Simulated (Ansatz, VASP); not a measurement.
## Pt: VASP beside Ansatz

The input POSCAR:

```
Pt
1.0
   -1.5149103750      1.5149103750      1.5842200000
    1.5149103750     -1.5149103750      1.5842200000
    1.6535296250      1.6535296250     -1.5842200000
Pt
1
Direct
    0.0000000000      0.0000000000      0.0000000000
```

Contents of INCAR.step1:

```
PREC     = Accurate       # precision mode
ENCUT    = 520            # plane-wave cutoff, eV
ISMEAR   = 0              # smearing method
SIGMA    = 0.15           # smearing width, eV
LREAL    = F              # projectors in reciprocal space
LASPH    = T              # aspherical terms in the spheres
NELM     = 100            # most SCF steps
NBANDS   = 11             # bands
GGA      = PE             # functional
ALGO     = Normal         # electronic algorithm
EDIFF    = 1E-4           # SCF threshold, eV
LWAVE    = T              # write WAVECAR
LCHARG   = F              # write CHGCAR
```

Contents of INCAR.step2:

```
PREC     = Accurate       # precision mode
ENCUT    = 520            # plane-wave cutoff, eV
EDIFF    = 1E-7           # SCF threshold, eV
ISMEAR   = 0              # smearing method
SIGMA    = 0.15           # smearing width, eV
LREAL    = F              # projectors in reciprocal space
LASPH    = T              # aspherical terms in the spheres
NELM     = 100            # most SCF steps
ALGO     = Normal         # electronic algorithm
ISIF     = 2              # what is computed and relaxed
LWAVE    = F              # write WAVECAR
LCHARG   = T              # write CHGCAR
METAGGA  = R2SCAN         # meta-GGA
LMIXTAU  = T            
LELF     = T              # ELF
LVHAR    = T            
NBANDS   = 11             # bands
ISTART   = 1
```

KPOINTS

```
regular mesh
0
Gamma
  22 22 22
```

Input for Ansatz:

```yaml
crystal:
  lattice:
    - [-1.514910375, 1.514910375, 1.58422]
    - [1.514910375, -1.514910375, 1.58422]
    - [1.653529625, 1.653529625, -1.58422]
  atoms:
    - { symbol: Pt, position: [0.0, 0.0, 0.0] }
basis:
  ecutwfc: 500
kpoints:
  mp_grid: { grid: [22, 22, 22] }
hamiltonian:
  xc: r2scan
scf:
  occupations: { method: gaussian, width: 0.15 }
output:
  forces: true
  stress: true
  eigenvalues: true
```

Change from the starting cell: strain +0.0875 x Voigt [0, 0, 0, 0, 0, 1], atoms carried along.

Alike in both runs: task single point; functional r2SCAN; k mesh 22 × 22 × 22; occupations gaussian, width 0.15 eV; no spin polarisation.

```csv
,VASP,Ansatz
version,VASP 6.6.1,Ansatz 0.2.0
potentials or method,"VASP PAW PBE potentials, release 64 (Pt), cutoff 520 eV","scalar-relativistic, plane waves, PAW"
valence electrons in the cell,10,18
```

|  | VASP | Ansatz | Ansatz less VASP |
| --- | --- | --- | --- |
| gap on the k mesh at the Fermi level (eV) | none | none | - |
| pressure (GPa) | -3.3 | -3.9 | -0.54 |
| traceless stress, the component that is largest in VASP (GPa) | -12.17 | -12.00 | +0.171 |

VASP's potentials were made for PBE, not for r2SCAN. A gap of «none» marks a metal or a gap that the smearing closes. With one functional, cell and mesh, what is left measures potentials, basis and numerics. VASP's potentials hold 10 valence electrons a cell and Ansatz's 18, so a difference there can come from the potentials and not from the codes.

Neither program's run includes spin-orbit coupling.
